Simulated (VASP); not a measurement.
# Na2LiSCl in VASP: notebook

The runs below take Na2LiSCl through single point, with PBE+D3(BJ).

Everything below comes from runs of VASP 6.6.1. Logs are shortened: lines on timing, memory, paths and dates and some standing lists are left out, and cuts for length are marked.

**1. The cell of the first run**

The cell holds a disordered packing, 20 atoms: a = 7.410 Å, b = 7.255 Å, c = 7.725 Å, α = 88.32°, β = 87.47°, γ = 89.77°.

**2. Single point, PBE+D3(BJ)**

The input, INCAR:

```
PREC = Accurate
ENCUT = 650
EDIFF = 1E-6
ISMEAR = -1
SIGMA = 0.062
LREAL = Auto
LASPH = True
NELM = 120
ALGO = Normal
ISIF = 2
LWAVE = False
LCHARG = False
GGA = PE
IVDW = 12
ISYM = -1
NBANDS = 76
GGA_COMPAT = False
```

The input, KPOINTS:

```
explicit points
1
Reciprocal
  0.25000000   0.25000000   0.25000000 1
```

The input, POSCAR:

```
Na2LiSCl
1.0
    7.4085490000      0.0137370000      0.1666930000
    0.0137370000      7.2540610000      0.1094660000
    0.1666930000      0.1094660000      7.7222800000
Na S Li Cl
8 4 4 4
Direct
    0.9888290562      0.9669012168      0.6592188200
    0.0319887491      0.6716008925      0.2531720212
    0.6889105192      0.7728344388      1.0592720471
    0.2222847384      0.1778895647      0.2581689386
    0.8688503540      0.2683349796      0.9583093557
    0.4905379595      0.4213389455      0.7000627363
    0.3274565252      0.9838858362      0.7930485870
    0.5969944776      0.8542200151      0.4451700989
    0.2050208488      0.2894886621      0.5865950592
    0.7246213076      0.5184491259      0.2919654750
    0.2594065308      0.7563977638      0.5123692626
    0.6558390252      0.1223430395      0.6293174842
    0.5925791972      0.2388942759      0.3398780406
    0.1142149050      0.5666688683      0.6955538002
    0.8876596137      0.3730008456      0.5771228763
    0.3885186397      0.5714030644      0.3095046352
    0.4955076552      1.0456611034      0.1521000280
    0.7967972437      0.6004828990      0.7480022760
    0.0127127989      0.9795625624      0.0820691648
    0.2862132568      0.5188865758      0.0160361727
```

Potentials or basis: VASP PAW PBE potentials, release 64 (Na_pv, S, Li_sv, Cl).

On the command line:

```
> cat potpaw_PBE.64/Na_pv/POTCAR potpaw_PBE.64/S/POTCAR potpaw_PBE.64/Li_sv/POTCAR potpaw_PBE.64/Cl/POTCAR > POTCAR
> mpirun -np 1 vasp_std > vasp.out
```

OUTCAR:

```text
PREC = Accurate
   ENCUT = 650
   EDIFF = 1E-6
   ISMEAR = -1
   LREAL = Auto
   LASPH = True
   NELM = 120
   ISIF = 2
   GGA = PE
   IVDW = 12
   ISYM = -1
 IVDW          = 12

 ion  position               nearest neighbor table
   1  0.989  0.967  0.659-  12 2.73  11 2.74   7 2.76
   2  0.032  0.672  0.253-  10 2.54  19 2.57  11 2.76
   3  0.689  0.773  0.059-  17 2.54  10 2.56
   4  0.222  0.178  0.258-  17 2.36  19 2.58   9 2.68
   5  0.869  0.268  0.958-  19 2.53
   6  0.491  0.421  0.700-   9 2.53  12 2.55  18 2.67
   7  0.327  0.984  0.793-   1 2.76
   8  0.597  0.854  0.445-  12 2.49  11 2.63
   9  0.205  0.289  0.587-  14 2.29  15 2.43   6 2.53   4 2.68
  10  0.725  0.518  0.292-  13 2.27  16 2.52   2 2.54   3 2.56
  11  0.259  0.756  0.512-  14 2.20  16 2.27   8 2.63   1 2.74   2 2.76
  12  0.656  0.122  0.629-  13 2.43   8 2.49  15 2.52   6 2.55   1 2.73
  13  0.593  0.239  0.340-  17 2.19  10 2.27  12 2.43
  14  0.114  0.567  0.696-  11 2.20   9 2.29  18 2.38  15 2.42
  15  0.888  0.373  0.577-  18 2.23  14 2.42   9 2.43  12 2.52
  16  0.389  0.571  0.310-  11 2.27  20 2.46  10 2.52
  17  0.496  0.046  0.152-  13 2.19   4 2.36   3 2.54
  18  0.797  0.600  0.748-  15 2.23  14 2.38   6 2.67
  19  0.013  0.980  0.082-   5 2.53   2 2.57   4 2.58
  20  0.286  0.519  0.016-  16 2.46

IMPORTANT INFORMATION: All symmetrisations will be switched off!
NOSYMM: (Re-)initialisation of all symmetry stuff for point group C_1.

----------------------------------------------------------------------------------------

                                     Primitive cell

  volume of cell :     414.7200

  direct lattice vectors                    reciprocal lattice vectors
     7.408549000  0.013737000  0.166693000     0.135045112 -0.000211790 -0.002912079
     0.013737000  7.254061000  0.109466000    -0.000211790  0.137883644 -0.001949977
     0.166693000  0.109466000  7.722280000    -0.002912079 -0.001949977  0.129585936

  length of vectors
     7.410436799  7.254899896  7.724854546     0.135076672  0.137897595  0.129633319

  position of ions in fractional coordinates (direct lattice)
     0.988829056  0.966901217  0.659218820
     0.031988749  0.671600893  0.253172021
     0.688910519  0.772834439  0.059272047
     0.222284738  0.177889565  0.258168939
     0.868850354  0.268334980  0.958309356
     0.490537960  0.421338945  0.700062736
[... 12 lines left out ...]
     0.012712799  0.979562562  0.082069165
     0.286213257  0.518886576  0.016036173

  ion indices of the primitive-cell ions
   primitive index   ion index
                 1           1
                 2           2
                 3           3
                 4           4
                 5           5
                 6           6
[... 12 lines left out ...]
                19          19
                20          20

----------------------------------------------------------------------------------------

 KPOINTS: explicit points

Read explicit list of k-points.

 Found      1 k-points:

 Following reciprocal coordinates:
            Coordinates               Weight
  0.250000  0.250000  0.250000      1.000000
   k-points           NKPTS =      1   k-points in BZ     NKDIM =      1   number of bands    NBANDS=     76
   number of dos      NEDOS =    301   number of ions     NIONS =     20
   total plane-waves  NPLWV = 245760
   dimension x,y,z NGX =    64 NGY =   60 NGZ =   64
   dimension x,y,z NGXF=   128 NGYF=  120 NGZF=  128
   ions per type =               8   4   4   4
   NGX,Y,Z   is equivalent  to a cutoff of  14.36, 13.75, 13.77 a.u.
   NGXF,Y,Z  is equivalent  to a cutoff of  28.72, 27.50, 27.55 a.u.
 SYSTEM =  unknown system
   PREC   = accura    normal or accurate (medium, high low for compatibility)
   ISTART =      0    job   : 0-new  1-cont  2-samecut
   ICHARG =      2    charge: 1-file 2-atom 10-const
   ISPIN  =      1    spin polarized calculation?
   LNONCOLLINEAR =      F non collinear calculations
   LSORBIT =      F    spin-orbit coupling
   LASPH  =      T    aspherical Exc in radial PAW
   ENCUT  =  650.0 eV  47.77 Ry    6.91 a.u.  15.40 15.08 16.06*2*pi/ulx,y,z
   NELM   =    120;   NELMIN=  2; NELMDL= -5     # of ELM steps
   EDIFF  = 0.1E-05   stopping-criterion for ELM
   LREAL  =      T    real-space projection
   EDIFFG = 0.1E-04   stopping-criterion for IOM
   NSW    =      0    number of steps for IOM
   IBRION =     -1    ionic relax: 0-MD 1-quasi-New 2-CG
   NFREE  =      0    steps in history (QN), initial steepest desc. (CG)
   ISIF   =      2    stress and relaxation
   ISYM   =     -1    0-nonsym 1-usesym 2-fastsym
   POTIM  = 0.5000    time-step for ionic-motion
   TEBEG  =    0.0;   TEEND  =   0.0 temperature during run
   PSTRESS=    0.0 pullay stress
   NELECT =     120.0000    total number of electrons
   NUPDOWN=      -1.0000    fix difference up-down
   EMIN   =  10.00;   EMAX   =-10.00  energy-range for DOS
   EFERMI =   0.00;   METHOD = LEGACY
   ISMEAR =    -1;   SIGMA  =   0.06  broadening in eV -4-tet -1-fermi 0-gaus
   EFERMI_NEDOS =   21; number of points for ismear=-14 and -15
   IALGO  =     38    algorithm
   IMIX   =      4    mixing-type and parameters
     AMIX     =   0.40;   BMIX     =  1.00
     AMIX_MAG =   1.60;   BMIX_MAG =  1.00
  volume/ion in A,a.u.               =      20.74       139.93
  Fermi-wavevector in a.u.,A,eV,Ry     =   1.082805  2.046205 15.952378  1.172467
  Thomas-Fermi vector in A             =   2.218856
   LORBIT       =      0    0 simple, 1 ext, 2 COOP (PROOUT), +10 PAW based schemes
   GGA     = PE    functional components
   LHFCALC =     F    Hartree Fock is set to
   AEXX    =    0.0000 exact exchange contribution
   IVDW    =    12    specifies the selected vdW correction
   LEPSILON=     F    determine dielectric tensor
   LRPA    =     F    only Hartree local field effects (RPA)
 non-spin polarized calculation
  energy-cutoff  :      650.00
  volume of cell :      414.72
 maximum number of plane-waves:     15610
 NGX is ok and might be reduce to    64
   NGX = 31   NGY = 31   NGZ = 33

 number of electron     119.9999991 magnetization

 Free energy of the ion-electron system (eV)
  ---------------------------------------------------
  ext. energy  EPLUGINS =         0.00000000
  ---------------------------------------------------
  free energy    TOTEN  =       -66.65620480 eV

  energy without entropy =      -66.65620480  energy(sigma->0) =      -66.65620480

 E-fermi :   3.0299     XC(G=0):  -8.0609

 val. band max:        1.5962071439   @ k =   0.2500   0.2500   0.2500
 cond. band min:       4.5095874124   @ k =   0.2500   0.2500   0.2500
 fundamental gap:      2.9133802685
 Fermi energy:         3.0298824869

 k-point     1 :       0.2500    0.2500    0.2500
  band No.  band energies     occupation
      1     -43.7406      2.00000
      2     -43.4300      2.00000
      3     -43.2245      2.00000
      4     -43.1309      2.00000
      5     -22.4738      2.00000
      6     -22.4582      2.00000
[... 64 lines left out ...]
     71       7.4674      0.00000
     72       7.5814      0.00000
 [bands above 72 left out]

------------------------ aborting loop because EDIFF is reached ----------------------------------------

 Edisp (eV)   -4.61596

 E8    (eV) :    -1.9423

  FORCE on cell =-STRESS in cart. coord.  units (eV):
  Direction    XX          YY          ZZ          XY          YZ          ZX
  --------------------------------------------------------------------------------------
  -------------------------------------------------------------------------------------
  Total       5.43110     8.56564    -3.07390    -0.19619     1.97642     2.44260
  in kB      20.98184    33.09144   -11.87531    -0.75793     7.63545     9.43642
  external pressure =       14.07 kB  Pullay stress =        0.00 kB

 VOLUME and BASIS-vectors are now :
 -----------------------------------------------------------------------------
  energy-cutoff  :      650.00
  volume of cell :      414.72
      direct lattice vectors                 reciprocal lattice vectors
     7.408549000  0.013737000  0.166693000     0.135045112 -0.000211790 -0.002912079
     0.013737000  7.254061000  0.109466000    -0.000211790  0.137883644 -0.001949977
     0.166693000  0.109466000  7.722280000    -0.002912079 -0.001949977  0.129585936

 POSITION                                       TOTAL-FORCE (eV/Angst)
 -----------------------------------------------------------------------------------
      7.44896      7.09971      5.36135        -0.323246      0.071816     -0.409229
      0.28842      4.89999      2.03391         0.509391     -0.074425      0.272117
      5.12432      5.62214      0.65715         0.085431     -0.083155     -0.829607
      1.69229      1.32174      2.05018        -1.045011      0.318325      0.638364
      6.60035      2.06336      7.57454        -0.502180      0.502906     -0.083104
      3.75666      3.13979      5.53397        -0.075412      0.571957      0.196460
[... 12 lines left out ...]
      0.12132      7.11496      0.74311        -0.163021     -0.120329     -0.551425
      2.13023      3.76972      0.22835        -0.167055      0.056040      0.281512
 -----------------------------------------------------------------------------------
    total drift:                               -0.007809     -0.010721     -0.001631

  FREE ENERGIE OF THE ION-ELECTRON SYSTEM (eV)
  ---------------------------------------------------
  free  energy   TOTEN  =       -71.2721673889 eV

  energy  without entropy=      -71.2721673885  energy(sigma->0) =      -71.27216739
```

Wall time 63 s (1 thread of AMD EPYC 9R45 (Zen 5), shared host); peak memory 0.5 GiB.

What came out:

```
Free energy                : -71.2722 eV
Pressure                   : 1.4 GPa
Largest force              : 1.442 eV/Å
Dispersion energy per atom : -0.231 eV
```

Forces in eV/Å, atoms in the order of the input:
```
Na  -0.323  0.072 -0.409
Na   0.509 -0.074  0.272
Na   0.085 -0.083 -0.830
Na  -1.045  0.318  0.638
Na  -0.502  0.503 -0.083
Na  -0.075  0.572  0.196
Na   0.551  0.216 -0.102
Na   0.097 -0.570  0.107
S   -1.331 -0.516 -0.209
S   -0.418 -0.270  0.074
S   -0.153  0.701  0.061
S    1.133  0.085  0.613
Li   0.458  0.160  0.777
Li   0.313 -0.169  0.326
Li  -0.369 -0.686 -0.932
Li   0.296 -0.269  0.018
Cl   0.828 -0.383 -0.857
Cl   0.275  0.458  0.607
Cl  -0.163 -0.120 -0.551
Cl  -0.167  0.056  0.282
```

Stress tensor (GPa, compression positive):
```
 2.10 -0.08  0.94
-0.08  3.31  0.76
 0.94  0.76 -1.19
```

Levels at points of the mesh, in eV from the Fermi level:
```
           k point  band 58  band 59  band 60  band 61  band 62  band 63
(0.25, 0.25, 0.25)    -2.04    -1.82    -1.43     1.48     2.39     2.54
```

Caveat: the atoms stand as in a frame of molecular dynamics.

[end of part 1 of 2]
